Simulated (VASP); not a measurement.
# SnO (P4/nmm) in VASP: a series of runs, part 2 of 2

VASP 6.6.1.

### 3 Single point, LDA (17.83 Å³/atom)

File INCAR:

```
PREC = Accurate ; ENCUT = 520
EDIFF = 1E-6 ; ISMEAR = 0
SIGMA = 0.15 ; LREAL = F
LASPH = T ; NELM = 100
ALGO = Normal ; ISIF = 2
LWAVE = F ; LCHARG = F
GGA = CA ; NBANDS = 28
```

File KPOINTS:

```
Automatic mesh
0
Gamma
  12 12 10
```

File POSCAR:

```
SnO
1.0
    4.0241978896      0.0000000000      0.0000000000
    0.0000000000      4.0241978896      0.0000000000
    0.0000000000      0.0000000000      4.4052894298
Sn O
2 2
Direct
    0.0000000000      0.5000000000      0.2457459271
    0.5000000000      0.0000000000      0.7542540729
    0.0000000000      0.0000000000      0.0000000000
    0.5000000000      0.5000000000      0.0000000000
```

Potentials or basis: VASP PAW LDA potentials, release 64 (Sn_d, O).

Started as:

```bash
cat potpaw_LDA.64/Sn_d/POTCAR potpaw_LDA.64/O/POTCAR > POTCAR
mpirun -np 1 vasp_std > vasp.out
```

OUTCAR:

```text
PREC = Accurate
   ENCUT = 520
   EDIFF = 1E-6
   ISMEAR = 0
   LREAL = F
   LASPH = T
   NELM = 100
   ISIF = 2
   GGA = CA

 ion  position               nearest neighbor table
   1  0.000  0.500  0.246-   3 2.28   4 2.28   3 2.28   4 2.28   2 3.58   2 3.58   2 3.58   2 3.58
                             2 3.62   2 3.62   2 3.62   2 3.62
   2  0.500  0.000  0.754-   3 2.28   4 2.28   4 2.28   3 2.28   1 3.58   1 3.58   1 3.58   1 3.58
                             1 3.62   1 3.62   1 3.62   1 3.62
   3  0.000  0.000  0.000-   1 2.28   2 2.28   1 2.28   2 2.28
   4  0.500  0.500  0.000-   1 2.28   2 2.28   2 2.28   1 2.28

  LATTYP: Found a simple tetragonal cell.
 ALAT       =     4.0241978896
 C/A-ratio  =     1.0947000000

  Lattice vectors:

 A1 = (   4.0241978896,   0.0000000000,   0.0000000000)
 A2 = (   0.0000000000,   4.0241978896,   0.0000000000)
 A3 = (   0.0000000000,   0.0000000000,   4.4052894298)

Analysis of symmetry for initial positions (statically):
=====================================================================
 Subroutine PRICEL returns:
 Original cell was already a primitive cell.

 Routine SETGRP: Setting up the symmetry group for a
 simple tetragonal supercell.

 Subroutine GETGRP returns: Found 16 space group operations
 (whereof  8 operations were pure point group operations)
 out of a pool of 16 trial point group operations.

The static configuration has the point symmetry D_2d.
 The point group associated with its full space group is D_4h.

Analysis of symmetry for dynamics (positions and initial velocities):
=====================================================================
 Subroutine PRICEL returns:
 Original cell was already a primitive cell.

 Routine SETGRP: Setting up the symmetry group for a
 simple tetragonal supercell.

 Subroutine GETGRP returns: Found 16 space group operations
 (whereof  8 operations were pure point group operations)
 out of a pool of 16 trial point group operations.

The dynamic configuration has the point symmetry D_2d.
 The point group associated with its full space group is D_4h.

 Subroutine INISYM returns: Found 16 space group operations
 (whereof  8 operations are pure point group operations),
 and found     1 'primitive' translations

----------------------------------------------------------------------------------------

                                     Primitive cell

  volume of cell :      71.3400

  direct lattice vectors                    reciprocal lattice vectors
     4.024197890  0.000000000  0.000000000     0.248496726  0.000000000  0.000000000
     0.000000000  4.024197890  0.000000000     0.000000000  0.248496726  0.000000000
     0.000000000  0.000000000  4.405289430     0.000000000  0.000000000  0.226999841

  length of vectors
     4.024197890  4.024197890  4.405289430     0.248496726  0.248496726  0.226999841

  position of ions in fractional coordinates (direct lattice)
     0.000000000  0.500000000  0.245745927
     0.500000000  0.000000000  0.754254073
     0.000000000  0.000000000  0.000000000
     0.500000000  0.500000000  0.000000000

  ion indices of the primitive-cell ions
   primitive index   ion index
                 1           1
[... 27 lines left out ...]

 Found    168 irreducible k-points:

 Following reciprocal coordinates:
            Coordinates               Weight
  0.000000  0.000000  0.000000      1.000000
  0.083333  0.000000  0.000000      4.000000
  0.166667  0.000000  0.000000      4.000000
  0.250000  0.000000  0.000000      4.000000
  0.333333  0.000000  0.000000      4.000000
  0.416667  0.000000  0.000000      4.000000
[... 16 lines left out ...]
  0.333333  0.333333  0.000000      4.000000
  0.416667  0.333333  0.000000      8.000000
 [... further k-points ...]
   k-points           NKPTS =    168   k-points in BZ     NKDIM =    168   number of bands    NBANDS=     28
   number of dos      NEDOS =    301   number of ions     NIONS =      4
   total plane-waves  NPLWV =  32400
   dimension x,y,z NGX =    30 NGY =   30 NGZ =   36
   dimension x,y,z NGXF=    60 NGYF=   60 NGZF=   72
   ions per type =               2   2
   NGX,Y,Z   is equivalent  to a cutoff of  12.39, 12.39, 13.59 a.u.
   NGXF,Y,Z  is equivalent  to a cutoff of  24.79, 24.79, 27.17 a.u.
 SYSTEM =  unknown system
   PREC   = accura    normal or accurate (medium, high low for compatibility)
   ISTART =      0    job   : 0-new  1-cont  2-samecut
   ICHARG =      2    charge: 1-file 2-atom 10-const
   ISPIN  =      1    spin polarized calculation?
   LNONCOLLINEAR =      F non collinear calculations
   LSORBIT =      F    spin-orbit coupling
   LASPH  =      T    aspherical Exc in radial PAW
   ENCUT  =  520.0 eV  38.22 Ry    6.18 a.u.   7.48  7.48  8.19*2*pi/ulx,y,z
   NELM   =    100;   NELMIN=  2; NELMDL= -5     # of ELM steps
   EDIFF  = 0.1E-05   stopping-criterion for ELM
   LREAL  =      F    real-space projection
   EDIFFG = 0.1E-04   stopping-criterion for IOM
   NSW    =      0    number of steps for IOM
   IBRION =     -1    ionic relax: 0-MD 1-quasi-New 2-CG
   NFREE  =      0    steps in history (QN), initial steepest desc. (CG)
   ISIF   =      2    stress and relaxation
   ISYM   =      2    0-nonsym 1-usesym 2-fastsym
   POTIM  = 0.5000    time-step for ionic-motion
   TEBEG  =    0.0;   TEEND  =   0.0 temperature during run
   PSTRESS=    0.0 pullay stress
   NELECT =      40.0000    total number of electrons
   NUPDOWN=      -1.0000    fix difference up-down
   EMIN   =  10.00;   EMAX   =-10.00  energy-range for DOS
   EFERMI =   0.00;   METHOD = LEGACY
   ISMEAR =     0;   SIGMA  =   0.15  broadening in eV -4-tet -1-fermi 0-gaus
   EFERMI_NEDOS =   21; number of points for ismear=-14 and -15
   IALGO  =     38    algorithm
   IMIX   =      4    mixing-type and parameters
     AMIX     =   0.40;   BMIX     =  1.00
     AMIX_MAG =   1.60;   BMIX_MAG =  1.00
  volume/ion in A,a.u.               =      17.83       120.36
  Fermi-wavevector in a.u.,A,eV,Ry     =   1.349948  2.551032 24.794718  1.822360
  Thomas-Fermi vector in A             =   2.477493
   LORBIT       =      0    0 simple, 1 ext, 2 COOP (PROOUT), +10 PAW based schemes
   GGA     = CA    functional components
   LHFCALC =     F    Hartree Fock is set to
   AEXX    =    0.0000 exact exchange contribution
   IVDW    =     0    specifies the selected vdW correction
   LEPSILON=     F    determine dielectric tensor
   LRPA    =     F    only Hartree local field effects (RPA)
 non-spin polarized calculation
 Gauss-broadening in eV      SIGMA  =   0.15
  energy-cutoff  :      520.00
  volume of cell :       71.34
 maximum number of plane-waves:      1952
 NGX is ok and might be reduce to    30
   NGX = 15   NGY = 15   NGZ = 17

 number of electron      40.0000006 magnetization

 Free energy of the ion-electron system (eV)
  ---------------------------------------------------
  ext. energy  EPLUGINS =         0.00000000
  ---------------------------------------------------
  free energy    TOTEN  =       -25.42242747 eV

  energy without entropy =      -25.42241139  energy(sigma->0) =      -25.42241943

 E-fermi :   6.2591     XC(G=0): -10.6385

 val. band max:        5.9354908332   @ k =   0.1667   0.1667   0.0000
 cond. band min:       6.5122592092   @ k =   0.5000   0.5000   0.0000
 fundamental gap:      0.5767683760
 Fermi energy:         6.2590558198

 k-point     1 :       0.0000    0.0000    0.0000
  band No.  band energies     occupation
      1     -15.1927      2.00000
      2     -14.8955      2.00000
      3     -14.8955      2.00000
      4     -14.8644      2.00000
      5     -14.8486      2.00000
      6     -14.8346      2.00000
[... 733 lines left out ...]
     27      14.1349      0.00000
     28      14.5639      0.00000

 [... further k-points ...]

------------------------ aborting loop because EDIFF is reached ----------------------------------------

  FORCE on cell =-STRESS in cart. coord.  units (eV):
  Direction    XX          YY          ZZ          XY          YZ          ZX
  --------------------------------------------------------------------------------------
  -------------------------------------------------------------------------------------
  Total       -4.9408066     -4.9408066     -0.8531517      0.0000000      0.0000000      0.0000000
  in kB     -110.9622687   -110.9622687    -19.1603638      0.0000000      0.0000000      0.0000000
  external PRESSURE =     -80.3616337 kB  Pullay stress =       0.0000000 kB

 VOLUME and BASIS-vectors are now :
 -----------------------------------------------------------------------------
  energy-cutoff  :      520.00
  volume of cell :       71.34
      direct lattice vectors                 reciprocal lattice vectors
     4.024197890  0.000000000  0.000000000     0.248496726  0.000000000  0.000000000
     0.000000000  4.024197890  0.000000000     0.000000000  0.248496726  0.000000000
     0.000000000  0.000000000  4.405289430     0.000000000  0.000000000  0.226999841

 POSITION                                       TOTAL-FORCE (eV/Angst)
 -----------------------------------------------------------------------------------
      0.00000      2.01210      1.08258        -0.000000      0.000000     -0.424035
      2.01210      0.00000      3.32271         0.000000      0.000000      0.424035
      0.00000      0.00000      0.00000        -0.000000      0.000000      0.000000
      2.01210      2.01210      0.00000        -0.000000     -0.000000      0.000000
 -----------------------------------------------------------------------------------
    total drift:                                0.000000      0.000000      0.000000

  FREE ENERGIE OF THE ION-ELECTRON SYSTEM (eV)
  ---------------------------------------------------
  free  energy   TOTEN  =       -25.4224274672 eV

  energy  without entropy=      -25.4224113909  energy(sigma->0) =      -25.42241943
```

OSZICAR:

```text
N       E                     dE             d eps       ncg     rms          rms(c)
DAV:   1     0.412800397017E+03    0.41280E+03   -0.19865E+04  9648   0.216E+03
DAV:   2     0.346880461043E+02   -0.37811E+03   -0.36288E+03  9696   0.539E+02
DAV:   3    -0.260410548360E+02   -0.60729E+02   -0.59494E+02 10816   0.180E+02
DAV:   4    -0.289775862674E+02   -0.29365E+01   -0.29209E+01 10948   0.422E+01
DAV:   5    -0.290491183528E+02   -0.71532E-01   -0.71518E-01 10276   0.716E+00    0.113E+01
DAV:   6    -0.256373692411E+02    0.34117E+01   -0.17510E+01 15104   0.473E+01    0.548E+00
DAV:   7    -0.254814011732E+02    0.15597E+00   -0.23690E+00 10820   0.902E+00    0.241E+00
DAV:   8    -0.254364078153E+02    0.44993E-01   -0.38170E-01 10280   0.375E+00    0.760E-01
DAV:   9    -0.254220956618E+02    0.14312E-01   -0.46404E-02 15508   0.192E+00    0.238E-01
DAV:  10    -0.254229725864E+02   -0.87692E-03   -0.80358E-03 13728   0.778E-01    0.165E-01
DAV:  11    -0.254224140544E+02    0.55853E-03   -0.27945E-03 14516   0.432E-01    0.235E-02
DAV:  12    -0.254224280528E+02   -0.13998E-04   -0.25721E-04  9820   0.103E-01    0.232E-02
DAV:  13    -0.254224275694E+02    0.48334E-06   -0.23028E-05 12404   0.353E-02    0.598E-03
DAV:  14    -0.254224274672E+02    0.10222E-06   -0.68058E-07  5388   0.967E-03
   1 F= -.25422427E+02 E0= -.25422419E+02  d E =-.160763E-04
```

stdout:

```text
POSCAR found type information on POSCAR SnO
 POSCAR found :  2 types and       4 ions
 scaLAPACK will be used
 LDA part: xc-table for (Slater(with rela. corr.)+CA(PZ))
 , standard interpolation
 POSCAR, INCAR and KPOINTS ok, starting setup
 FFT: planning ... GRIDC
 FFT: planning ... GRID_SOFT
 FFT: planning ... GRID
 WAVECAR not read
 entering main loop
```

Wall time 8.6 min (1 thread of Intel Xeon 8259CL, shared host); peak memory 0.36 GiB.

Results:

* Free energy: -25.4224 eV
* Pressure: -8.0 GPa
* Largest force: 0.424 eV/Å
* Band gap on the k mesh: 0.58 eV (least direct gap 1.58 eV)

Forces on the atoms (eV/Å):
```
Sn   0.000  0.000 -0.424
Sn   0.000  0.000  0.424
O    0.000  0.000  0.000
O    0.000  0.000  0.000
```

Caveat: the stress differs along the axes, from -11 to -2 GPa; semilocal functionals underestimate gaps, and a narrow one can read as zero; spin-orbit coupling is left out, which moves the levels of the heavy elements.

### 4 Single point, LDA (18.50 Å³/atom)

This run uses another cell than the first one, of 18.50 Å³/atom.

File INCAR:

```
SYSTEM = SnO
PREC     = Accurate       ! precision mode
ENCUT    = 520            ! plane-wave cutoff, eV
EDIFF    = 1E-7           ! SCF threshold, eV
ISMEAR   = 0              ! smearing method
SIGMA    = 0.15           ! smearing width, eV
LREAL    = .FALSE.        ! projectors in reciprocal space
LASPH    = .TRUE.         ! aspherical terms in the spheres
NELM     = 60             ! most SCF steps
ALGO     = Normal         ! electronic algorithm
ISIF     = 2              ! what is computed and relaxed
LWAVE    = .FALSE.        ! write WAVECAR
LCHARG   = .TRUE.         ! write CHGCAR
GGA      = CA             ! functional
LELF     = .TRUE.         ! ELF
LVHAR    = .TRUE.       
NBANDS   = 28             ! bands
```

File KPOINTS:

```
regular mesh
0
G
  12 12 10
  0 0 0
```

File POSCAR:

```
SnO
1.0
    4.1566049855      0.0000000000      0.0000000000
    0.0000000000      4.1566049855      0.0000000000
    0.0000000000      0.0000000000      4.2821344561
Sn O
2 2
Direct
    0.0000000000      0.5000000000      0.2457459271
    0.5000000000      0.0000000000      0.7542540729
    0.0000000000      0.0000000000      0.0000000000
    0.5000000000      0.5000000000      0.0000000000
```

Started as:

```bash
cat potpaw_LDA.64/Sn_d/POTCAR potpaw_LDA.64/O/POTCAR > POTCAR
mpirun -np 1 vasp_std > vasp.out
```

Run time: 6.9 min. Hardware: 1 thread of Intel Xeon 8259CL, shared host; peak memory 0.36 GiB.

The run converged. Its results:

```yaml
Free_energy: -25.0733 eV
Pressure: -10.9 GPa
Largest_force: 0.655 eV/Å
Band_gap_on_the_k_mesh: 0.85 eV (least direct gap 1.35 eV)
```

Forces in eV/Å, atoms in the order of the input:
```
Sn   0.000  0.000 -0.655
Sn   0.000  0.000  0.655
O    0.000  0.000  0.000
O    0.000  0.000  0.000
```

Stress tensor (GPa, compression positive):
```
-14.81   0.00   0.00
  0.00 -14.81   0.00
  0.00   0.00  -3.11
```

Levels at points of the mesh, in eV from the valence-band top:
| k point | band 16 | band 17 | band 18 | band 19 | band 20 | band 21 | band 22 | band 23 | band 24 | band 25 |
| --- | --- | --- | --- | --- | --- | --- | --- | --- | --- | --- |
| (0.00, 0.00, 0.00) | -4.91 | -2.30 | -2.30 | -1.97 | -0.42 | 2.50 | 4.87 | 4.87 | 5.72 | 6.94 |
| (0.50, 0.00, 0.00) | -3.69 | -3.05 | -3.05 | -1.20 | -1.20 | 3.84 | 3.84 | 5.86 | 5.86 | 6.35 |
| (0.50, 0.50, 0.00) | -3.09 | -1.63 | -1.63 | -0.59 | -0.59 | 0.85 | 0.85 | 5.91 | 5.91 | 7.91 |
| (0.00, 0.00, 0.50) | -2.57 | -2.29 | -2.29 | -2.22 | -0.14 | 1.22 | 2.87 | 3.09 | 3.09 | 8.38 |
| (0.50, 0.00, 0.50) | -4.10 | -3.55 | -3.55 | -0.47 | -0.47 | 3.19 | 3.19 | 5.19 | 5.19 | 6.72 |
| (0.50, 0.50, 0.50) | -3.96 | -2.02 | -2.02 | -1.63 | -1.63 | 3.68 | 3.68 | 5.04 | 5.04 | 5.22 |

Caveat: the stress differs along the axes, from -15 to -3 GPa; spin-orbit coupling is left out, which moves the levels of the heavy elements. A k mesh can miss the band edges.

### 5 Single point, LDA (18.50 Å³/atom)

This run uses another cell than the first one, of 18.50 Å³/atom.

File INCAR:

```
SYSTEM = SnO
PREC = Accurate
ENCUT = 520
EDIFF = 1E-6
ISMEAR = 0
SIGMA = 0.15
LREAL = .FALSE.
LASPH = .TRUE.
NELM = 80
ALGO = Normal
ISIF = 2
LWAVE = .FALSE.
LCHARG = .FALSE.
GGA = CA
NBANDS = 28
```

KPOINTS is that of step 4.

File POSCAR:

```
SnO
1.0
    3.9918442138      0.0000000000      0.0000000000
    0.0000000000      3.9918442138      0.0000000000
    0.0000000000      0.0000000000      4.6429140050
Sn O
2 2
Direct
    0.0000000000      0.5000000000      0.2457459271
    0.5000000000      0.0000000000      0.7542540729
    0.0000000000      0.0000000000      0.0000000000
    0.5000000000      0.5000000000      0.0000000000
```

Started as:

```bash
cat potpaw_LDA.64/Sn_d/POTCAR potpaw_LDA.64/O/POTCAR > POTCAR
mpirun -np 1 vasp_std > vasp.out
```

Run time: 8.9 min. Hardware: 1 thread of Intel Xeon 8259CL, shared host; peak memory 0.36 GiB.

Results (log left out):

| Item | Value |
| --- | --- |
| Free energy | -25.4193 eV |
| Pressure | -9.8 GPa |
| Largest force | 0.974 eV/Å |
| Band gap on the k mesh | 0.45 eV (least direct gap 1.76 eV) |

Forces in eV/Å, atoms in the order of the input:
```
Sn   0.000  0.000 -0.974
Sn   0.000  0.000  0.974
O    0.000  0.000  0.000
O    0.000  0.000  0.000
```

Stress tensor (GPa, compression positive):
```
-11.82   0.00   0.00
  0.00 -11.82   0.00
  0.00   0.00  -5.67
```

Levels at points of the mesh, in eV from the valence-band top:
```csv
k point,band 17,band 18,band 19,band 20,band 21,band 22,band 23,band 24
"(0.00, 0.00, 0.00)",-2.54,-2.47,-2.47,-0.08,2.20,4.64,4.64,5.05
"(0.50, 0.00, 0.00)",-3.85,-3.85,-1.93,-1.93,3.51,3.51,5.74,5.74
"(0.50, 0.50, 0.00)",-1.83,-1.83,-1.31,-1.31,0.45,0.45,5.03,5.03
"(0.00, 0.00, 0.50)",-2.66,-2.49,-2.49,-1.10,1.53,2.96,2.96,3.36
"(0.50, 0.00, 0.50)",-3.90,-3.90,-1.03,-1.03,3.00,3.00,5.20,5.20
"(0.50, 0.50, 0.50)",-2.33,-2.33,-1.83,-1.83,2.92,2.92,4.55,4.55
```

Caveat: the stress differs along the axes, from -12 to -6 GPa; semilocal functionals underestimate gaps, and a narrow one can read as zero; spin-orbit coupling is left out, which moves the levels of the heavy elements. A k mesh can miss the band edges.

### 6 Summary

```tsv
cell	gap on the mesh (eV)	pressure (GPa)	largest force (eV/Å)
a = 3.787, b = 3.787, c = 4.973 Å, 4 atoms	none	-6.0	1.25
a = 4.024, b = 4.024, c = 4.405 Å, 4 atoms	0.58	-8.0	0.42
a = 4.157, b = 4.157, c = 4.282 Å, 4 atoms	0.85	-10.9	0.65
a = 3.992, b = 3.992, c = 4.643 Å, 4 atoms	0.45	-9.8	0.97
```

Alike in all rows: task single point; level LDA; potentials or basis VASP PAW LDA potentials, release 64 (Sn_d, O); no spin polarisation; k mesh 12 × 12 × 10; cutoff (eV) 520; smearing gaussian 0.15 eV.

Caveats: spin-orbit coupling is left out, which moves the levels of the heavy elements; semilocal functionals underestimate gaps, and a narrow one can read as zero (at least some runs); the cell stands under tension (at least some runs); forces of over 1 eV/Å act on the atoms, so gaps and moduli don't describe the material at rest (at least some runs); the stress differs along the axes, from -11 to -2 GPa (at least some runs); the stress differs along the axes, from -15 to -3 GPa (at least some runs); the stress differs along the axes, from -12 to -6 GPa (at least some runs).

Total energies depend on the potentials used, so only differences within one code and one set of settings carry meaning.
